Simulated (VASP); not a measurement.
# Fe (Im-3m) in VASP: notebook

The runs below take Fe through single point, with PBE, RPBE.

Everything below comes from runs of VASP 6.6.1. Logs are shortened: lines on timing, memory, paths and dates and some standing lists are left out, and cuts for length are marked.

**1. The cell of the first run**

Symmetry: Im-3m, No. 229, cubic system. The conventional cell has a = 2.886 Å, b = 2.886 Å, c = 2.886 Å, α = 90.00°, β = 90.00°, γ = 90.00°. Within 3.3 Å of Fe (site symmetry m-3m) lie 14 Fe at 2.50 to 2.89 Å.

**2. Single point, PBE, collinear spin, ferromagnetic start**

Input file INCAR:

```
SYSTEM = Fe
PREC = Accurate
ENCUT = 520
EDIFF = 1E-7
ISMEAR = 0
SIGMA = 0.019000000000000003
LREAL = .FALSE.
LASPH = .TRUE.
NELM = 150
ALGO = Fast
ISIF = 2
LWAVE = .FALSE.
LCHARG = .FALSE.
ISPIN = 2
MAGMOM = 3
LORBIT = 11
LMAXMIX = 4
GGA = PE
NBANDS = 14
```

Input file KPOINTS:

```
Automatic mesh
0
G
  13 13 13
  0 0 0
```

Input file POSCAR:

```
Fe
1.0
   -1.4430000000      1.4430000000      1.4430000000
    1.4430000000     -1.4430000000      1.4430000000
    1.4430000000      1.4430000000     -1.4430000000
Fe
1
Direct
    0.0000000000      0.0000000000      0.0000000000
```

Potentials or basis: VASP PAW PBE potentials, release 64 (Fe).

Launch:

```bash
> cat potpaw_PBE.64/Fe/POTCAR > POTCAR
> mpirun -np 1 vasp_std > vasp.out
```

OUTCAR:

```text
SYSTEM = Fe
   PREC = Accurate
   ENCUT = 520
   EDIFF = 1E-7
   ISMEAR = 0
   LREAL = .FALSE.
   LASPH = .TRUE.
   NELM = 150
   ISIF = 2
   ISPIN = 2
   LORBIT = 11
   GGA = PE

 ion  position               nearest neighbor table
   1  0.000  0.000  0.000-

  LATTYP: Found a body centered cubic cell.
 ALAT       =     2.8860000000

  Lattice vectors:

 A1 = (  -1.4430000000,   1.4430000000,   1.4430000000)
 A2 = (   1.4430000000,  -1.4430000000,   1.4430000000)
 A3 = (   1.4430000000,   1.4430000000,  -1.4430000000)

Analysis of symmetry for initial positions (statically):
=====================================================================
 Subroutine PRICEL returns:
 Original cell was already a primitive cell.

 Routine SETGRP: Setting up the symmetry group for a
 body centered cubic supercell.

 Subroutine GETGRP returns: Found 48 space group operations
 (whereof 48 operations were pure point group operations)
 out of a pool of 48 trial point group operations.

The static configuration has the point symmetry O_h .

Analysis of symmetry for dynamics (positions and initial velocities):
=====================================================================
 Subroutine PRICEL returns:
 Original cell was already a primitive cell.

 Routine SETGRP: Setting up the symmetry group for a
 body centered cubic supercell.

 Subroutine GETGRP returns: Found 48 space group operations
 (whereof 48 operations were pure point group operations)
 out of a pool of 48 trial point group operations.

The dynamic configuration has the point symmetry O_h .

Analysis of structural, dynamic, and magnetic symmetry:
=====================================================================
 Subroutine PRICEL returns:
 Original cell was already a primitive cell.

 Routine SETGRP: Setting up the symmetry group for a
 body centered cubic supercell.

 Subroutine GETGRP returns: Found 48 space group operations
 (whereof 48 operations were pure point group operations)
 out of a pool of 48 trial point group operations.

The overall configuration has the point symmetry O_h .

 Subroutine INISYM returns: Found 48 space group operations
 (whereof 48 operations are pure point group operations),
 and found     1 'primitive' translations

----------------------------------------------------------------------------------------

                                     Primitive cell

  volume of cell :      12.0187

  direct lattice vectors                    reciprocal lattice vectors
    -1.443000000  1.443000000  1.443000000     0.000000000  0.346500347  0.346500347
     1.443000000 -1.443000000  1.443000000     0.346500347  0.000000000  0.346500347
     1.443000000  1.443000000 -1.443000000     0.346500347  0.346500347  0.000000000

  length of vectors
[... 117 lines left out ...]
   NGX =  9   NGY =  9   NGZ =  9

 number of electron       7.9999995 magnetization       2.2793679

 Free energy of the ion-electron system (eV)
  ---------------------------------------------------
  ext. energy  EPLUGINS =         0.00000000
  ---------------------------------------------------
  free energy    TOTEN  =        -8.21622725 eV

  energy without entropy =       -8.21593101  energy(sigma->0) =       -8.21607913

 E-fermi :   5.2140     XC(G=0): -12.7999

 val. band max:        5.2127604083   @ k =  -0.4615  -0.4615   0.3077
 cond. band min:       5.2208394196   @ k =  -0.4615   0.4615   0.4615
 fundamental gap:      0.0080790113
 Fermi energy:         5.2139834151

 spin component 1

 k-point     1 :       0.0000    0.0000    0.0000
  band No.  band energies     occupation
      1      -2.8345      1.00000
      2       3.0367      1.00000
      3       3.0367      1.00000
      4       3.0367      1.00000
      5       4.1477      1.00000
      6       4.1477      1.00000
      7      29.7454      0.00000
      8      29.7454      0.00000
      9      29.7454      0.00000
     10      34.4775      0.00000
     11      34.4775      0.00000
     12      36.5364      0.00000
     13      36.5580      0.00000
     14      36.5589      0.00000
[... 379 lines left out ...]
      3       2.6585      1.00000
      4       4.1070      1.00000
      5       4.2425      1.00000
      6       5.2938      0.00000
      7      18.1226      0.00000
      8      22.1781      0.00000
      9      23.7812      0.00000
     10      31.3109      0.00000
     11      34.9994      0.00000
     12      37.2949      0.00000
     13      39.1241      0.00000
     14      42.3687      0.00000

 [... further k-points ...]

 spin component 2

 k-point     1 :       0.0000    0.0000    0.0000
  band No.  band energies     occupation
      1      -2.6943      1.00000
      2       5.0532      1.00000
      3       5.0533      1.00000
      4       5.0533      1.00000
      5       6.9701      0.00000
      6       6.9703      0.00000
      7      29.4428      0.00000
      8      29.4428      0.00000
      9      29.4428      0.00000
     10      34.6178      0.00000
     11      34.6178      0.00000
     12      37.6945      0.00000
     13      37.7044      0.00000
     14      37.7045      0.00000
[... 379 lines left out ...]
      3       4.3252      1.00000
      4       6.7857      0.00000
      5       7.0844      0.00000
      6       7.3601      0.00000
      7      18.8589      0.00000
      8      22.5371      0.00000
      9      24.4788      0.00000
     10      31.3039      0.00000
     11      35.5514      0.00000
     12      37.5182      0.00000
     13      39.4017      0.00000
     14      42.8434      0.00000

 [... further k-points ...]
[... 5 lines left out ...]
  --------------------------------------------------------------------------------------
  -------------------------------------------------------------------------------------
  Total       -0.6975312     -0.6975312     -0.6975312      0.0000000      0.0000000     -0.0000000
  in kB      -92.9854956    -92.9854956    -92.9854956      0.0000000      0.0000000     -0.0000000
  external PRESSURE =     -92.9854956 kB  Pullay stress =       0.0000000 kB

 VOLUME and BASIS-vectors are now :
 -----------------------------------------------------------------------------
  energy-cutoff  :      520.00
  volume of cell :       12.02
      direct lattice vectors                 reciprocal lattice vectors
    -1.443000000  1.443000000  1.443000000     0.000000000  0.346500347  0.346500347
     1.443000000 -1.443000000  1.443000000     0.346500347  0.000000000  0.346500347
     1.443000000  1.443000000 -1.443000000     0.346500347  0.346500347  0.000000000

 POSITION                                       TOTAL-FORCE (eV/Angst)
 -----------------------------------------------------------------------------------
      0.00000      0.00000      0.00000         0.000000      0.000000     -0.000000
 -----------------------------------------------------------------------------------
    total drift:                               -0.000000     -0.000000      0.000000

  FREE ENERGIE OF THE ION-ELECTRON SYSTEM (eV)
  ---------------------------------------------------
  free  energy   TOTEN  =        -8.2162272495 eV

  energy  without entropy=       -8.2159310052  energy(sigma->0) =       -8.21607913

 total charge

# of ion       s       p       d       tot
------------------------------------------
    1        0.464   0.494   6.199   7.157

 magnetization (x)

# of ion       s       p       d       tot
------------------------------------------
    1       -0.014  -0.060   2.364   2.290
```

OSZICAR:

```text
N       E                     dE             d eps       ncg     rms          rms(c)
DAV:   1     0.216479015838E+02    0.21648E+02   -0.38267E+03  5140   0.678E+02
DAV:   2    -0.822447050023E+01   -0.29872E+02   -0.27286E+02  5136   0.126E+02
DAV:   3    -0.912385366634E+01   -0.89938E+00   -0.89448E+00  5698   0.232E+01
DAV:   4    -0.912692498622E+01   -0.30713E-02   -0.30711E-02  5430   0.121E+00
DAV:   5    -0.912694003904E+01   -0.15053E-04   -0.15053E-04  5786   0.894E-02    0.109E+01
RMM:   6    -0.830873189720E+01    0.81821E+00   -0.16654E+00  5898   0.139E+01    0.665E+00
RMM:   7    -0.823324931868E+01    0.75483E-01   -0.76381E-02  5941   0.307E+00    0.375E+00
RMM:   8    -0.822257427926E+01    0.10675E-01   -0.80249E-03  5899   0.667E-01    0.134E+00
RMM:   9    -0.821671189901E+01    0.58624E-02   -0.20990E-03  5833   0.305E-01    0.461E-01
RMM:  10    -0.821619597183E+01    0.51593E-03   -0.40008E-04  5971   0.215E-01    0.166E-01
RMM:  11    -0.821622333692E+01   -0.27365E-04   -0.13461E-04  5991   0.111E-01    0.693E-02
RMM:  12    -0.821622713027E+01   -0.37934E-05   -0.21538E-05  5921   0.352E-02    0.260E-02
RMM:  13    -0.821622774323E+01   -0.61296E-06   -0.31084E-06  6144   0.134E-02    0.166E-02
RMM:  14    -0.821622731770E+01    0.42553E-06   -0.65324E-07  6082   0.612E-03    0.110E-02
RMM:  15    -0.821622724948E+01    0.68220E-07   -0.22054E-07  5696   0.445E-03
   1 F= -.82162272E+01 E0= -.82160791E+01  d E =-.296244E-03  mag=     2.2794
```

stdout:

```text
POSCAR found type information on POSCAR Fe
 POSCAR found :  1 types and       1 ions
 scaLAPACK will be used
 LDA part: xc-table for (Slater+PW92), standard interpolation
 POSCAR, INCAR and KPOINTS ok, starting setup
 FFT: planning ... GRIDC
 FFT: planning ... GRID_SOFT
 FFT: planning ... GRID
 WAVECAR not read
 entering main loop
WARNING in EDDRMM: call to ZHEGV failed, returncode =   8  4     13
WARNING in EDDRMM: call to ZHEGV failed, returncode =   6  3     14
WARNING in EDDRMM: call to ZHEGV failed, returncode =   8  4     13
```

It took 25 s on 1 thread of AMD EPYC 9R45 (Zen 5), shared host; peak memory 0.11 GiB.

Results:

```yaml
Free_energy: -8.2162 eV
Pressure: -9.3 GPa
Net_moment: 2.28 μB per cell
Site_moments: Fe +2.29 μB
Valence_electrons_inside_the_program's_atomic_spheres: Fe 7.16
```

Levels at points of the mesh, in eV from the Fermi level:
Spin up:
| k point | band 1 | band 2 | band 3 | band 4 | band 5 | band 6 | band 7 | band 8 | band 9 | band 10 |
| --- | --- | --- | --- | --- | --- | --- | --- | --- | --- | --- |
| (0.00, 0.00, 0.00) | -8.05 | -2.18 | -2.18 | -2.18 | -1.07 | -1.07 | 24.53 | 24.53 | 24.53 | 29.26 |
Spin down:
| k point | band 1 | band 2 | band 3 | band 4 | band 5 | band 6 | band 7 | band 8 |
| --- | --- | --- | --- | --- | --- | --- | --- | --- |
| (0.00, 0.00, 0.00) | -7.91 | -0.16 | -0.16 | -0.16 | 1.76 | 1.76 | 24.23 | 24.23 |

[end of part 1 of 2]
